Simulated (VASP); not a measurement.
Input of a VASP 6.6.1 run:

INCAR

```
ALGO     = Normal         # electronic algorithm
EDIFF    = 1E-6           # SCF threshold, eV
ENCUT    = 600            # plane-wave cutoff, eV
GGA      = PS             # functional
GGA_COMPAT= F            
ISIF     = 2              # what is computed and relaxed
ISMEAR   = 0              # smearing method
LASPH    = T              # aspherical terms in the spheres
LCHARG   = T              # write CHGCAR
LELF     = T              # ELF
LREAL    = F              # projectors in reciprocal space
LVHAR    = T            
LWAVE    = F              # write WAVECAR
NBANDS   = 15             # bands
NELM     = 120            # most SCF steps
PREC     = Accurate       # precision mode
SIGMA    = 0.01           # smearing width, eV
```

File KPOINTS:

```
k-points
0
Gamma
  4 4 4
```

The input POSCAR:

```
CaO
1.0
    0.0000000000      2.3883338151      2.3595250947
    2.3883338151      0.0000000000      2.3595250947
    2.3883338151      2.3883338151      0.0000000000
Ca O
1 1
Direct
    0.0000000000      0.0000000000      0.0000000000
    0.5000000000      0.5000000000      0.5000000000
```

Potentials or basis: VASP PAW PBE potentials, release 64 (Ca_sv, O).

Run with:

```sh
$ cat potpaw_PBE.64/Ca_sv/POTCAR potpaw_PBE.64/O/POTCAR > POTCAR
$ mpirun -np 1 vasp_std > vasp.out
```

Q: Predict the pressure.

A: 1.4 GPa.

Q: Predict the band gap on the k mesh.

A: 3.46 eV, indirect (least direct gap 3.87 eV).

Stress tensor (GPa, compression positive):
```
0.62 0.00 0.00
0.00 0.62 0.00
0.00 0.00 2.87
```

Caveat: the k points lie up to 0.57 Å⁻¹ apart; the PAW data sets were made with another functional, which shifts forces and pressure a little. A k mesh can miss the band edges.
